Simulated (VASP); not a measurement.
Wanted: the native input for a VASP 6.6.1 run.

* Task: relaxation of cell and atoms
* Functional: PBE
* Potentials or basis: VASP PAW PBE potentials, release 64 (Ba_sv, Zr_sv, O)
* Cutoff: 600 eV
* k mesh: 12 × 12 × 6
* Occupations: gaussian, width 0.1 eV
* Spin: no spin polarisation
* Dipole correction: no
* Further INCAR settings: ALGO = Normal; EDIFF = 1e-07; IBRION = 2; EDIFFG = -0.01; NSW = 100; ISIF = 3

The structure of BaZrO3 lies in POSCAR:

```
BaZrO3
1.0
    4.1516274228      0.0000000000      0.0000000000
   -2.0758137114      3.5954148152      0.0000000000
    0.0000000000      0.0000000000      7.7841881508
Ba Zr O
1 1 3
Direct
    0.0000000000      0.0000000000      0.5000000000
    0.3333333333      0.6666666667      0.0000000000
    0.6666666667      0.3333333333      0.5000000000
    0.3333333333      0.6666666667      0.7565393976
    0.3333333333      0.6666666667      0.2434606024
```

These files were run (other wordings do the same):

INCAR

```
SYSTEM = BaZrO3
PREC = Accurate
ENCUT = 600
EDIFF = 1E-7
ISMEAR = 0
SIGMA = 0.1
LREAL = .FALSE.
LASPH = .TRUE.
NELM = 60
ALGO = Normal
ISIF = 3
LWAVE = .FALSE.
LCHARG = .FALSE.
GGA = PE
IBRION = 2
NSW = 100
EDIFFG = -0.01
```

KPOINTS

```
regular mesh
0
G
  12 12 6
  0 0 0
```

Potentials or basis: VASP PAW PBE potentials, release 64 (Ba_sv, Zr_sv, O).

Command:

```bash
$ cat potpaw_PBE.64/Ba_sv/POTCAR potpaw_PBE.64/Zr_sv/POTCAR potpaw_PBE.64/O/POTCAR > POTCAR
$ mpirun -np 1 vasp_std > vasp.out
```

Results of the run:

* Relaxed volume: 24.01 Å³/atom
* Relaxed cell: a = 4.215 Å, b = 4.215 Å, c = 7.802 Å, α = 90.00°, β = 90.00°, γ = 120.00°
* Space group after relaxing (to 0.05 Å): P-6m2 (No. 187)
* Energy gained by relaxing: 3.3 meV/atom
* Ionic steps: 4
* Pressure after relaxing: 0.0 GPa
* Largest force after relaxing: 0.004 eV/Å
* Band gap on the k mesh: zero (band 20 reaches 1.02 eV, above the bottom of band 21 at 0.36 eV)

Caveat: spin-orbit coupling is left out, which moves the levels of the heavy elements.

Wall time 7.4 min on 1 thread of Intel(R) Xeon(R) 6975P-C (Granite Rapids), with other jobs on the host, peak memory 0.48 GiB.
